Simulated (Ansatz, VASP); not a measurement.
# One calculation of EuZn, two programs

```
Eu Zn
1.0
     3.47511    0.00000    0.00000
     0.00000    3.47511    0.00000
     0.00000    0.00000    3.47511
Eu Zn
1 1
Direct
  0.00000 0.00000 0.00000
  0.50000 0.50000 0.50000
```

Change from the starting cell: volume scaled by 0.76, LAPW.

Alike in both runs: task single point; functional LDA; k mesh 9 × 9 × 9; occupations fermi-dirac, width 0.08 eV; collinear spin.

```csv
,VASP,Ansatz
version,VASP 6.6.1,Ansatz 0.2.0
potentials or method,"VASP PAW PBE potentials, release 64 (Eu, Zn), cutoff 520 eV","all-electron LAPW, scalar-relativistic"
```

```csv
,VASP,Ansatz,Ansatz less VASP
pressure (GPa),5.2,5.3,+0.02
net moment per atom (μB),3.47,3.49,+0.013
size of the moment on the site where the two differ most (μB),6.53,6.80,+0.268
```

VASP's potentials were made for PBE, not for LDA. LDA's correlation is that of Perdew and Zunger in VASP and of Perdew and Wang (1992) in Ansatz. Site moments also hang on the region over which each program counts them. Ansatz ran all-electron here, and VASP with PAW potentials.

Spin-orbit coupling is off throughout.
